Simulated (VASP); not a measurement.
Zr2SiC2:

```
Zr Si C
1.0
    -2.02682    2.02682    4.70891
     2.02682   -2.02682    4.70891
     2.02682    2.02682   -4.70891
Zr Si C
2 1 2
Direct
  0.62354 0.62354 0.00000
  0.37646 0.37646 0.00000
  0.00000 0.00000 0.00000
  0.25000 0.75000 0.50000
  0.75000 0.25000 0.50000
```

The cell was built from a structure type or drawn by symmetry, and may not be a known phase.

- Program: VASP 6.6.1
- Task: relaxation of cell and atoms
- Functional: PBE
- Potentials or basis: VASP PAW PBE potentials, release 64 (Zr_sv, Si, C)
- Cutoff: 600 eV
- k mesh: 6 × 6 × 6
- Occupations: gaussian, width 0.1 eV
- Spin: no spin polarisation

At the start: pressure -5.2 GPa; volume 15.48 Å³/atom.

**Question.** How do energy, volume and symmetry change on relaxing?

**Answer.** Over 12 steps the energy falls by 729.4 meV/atom and the volume is 16.48 Å³/atom (+6.5 %); space group I4/mmm (No. 139, to 0.1 Å) before and after.

Step by step:
| step | energy change (eV) | largest force (eV/Å) | pressure (GPa) | volume (Å³) |
| --- | --- | --- | --- | --- |
| 1 | 0.0000 | 7.9007 | -5.21 | 77.38 |
| 2 | -2.7025 | 2.5603 | 26.84 | 71.28 |
| 3 | -3.2060 | 0.7461 | 13.10 | 72.94 |
| 4 | -3.5893 | 0.7244 | -4.09 | 84.71 |
| 5 | -3.6074 | 0.6940 | -1.55 | 82.38 |
| 6 | -3.6372 | 0.0777 | 0.61 | 82.25 |
| 7 | -3.6372 | 0.0569 | 0.55 | 82.26 |
| 8 | -3.6441 | 0.0026 | -0.44 | 82.84 |
| 9 | -3.6445 | 0.0230 | -0.75 | 83.02 |
| 10 | -3.6468 | 0.0851 | 0.09 | 82.43 |
| 11 | -3.6469 | 0.0792 | 0.06 | 82.46 |
| 12 | -3.6472 | 0.0130 | -0.15 | 82.42 |

Final structure:
```yaml
crystal:
  lattice:
    - [-2.01178, 2.01178, 5.09099]
    - [2.01178, -2.01178, 5.09099]
    - [2.01178, 2.01178, -5.09099]
  atoms:
    - { symbol: Zr, position: [0.66658, 0.66658, 0.00000] }
    - { symbol: Zr, position: [0.33342, 0.33342, 0.00000] }
    - { symbol: Si, position: [0.00000, 0.00000, 0.00000] }
    - { symbol: C, position: [0.25000, 0.75000, 0.50000] }
    - { symbol: C, position: [0.75000, 0.25000, 0.50000] }
```
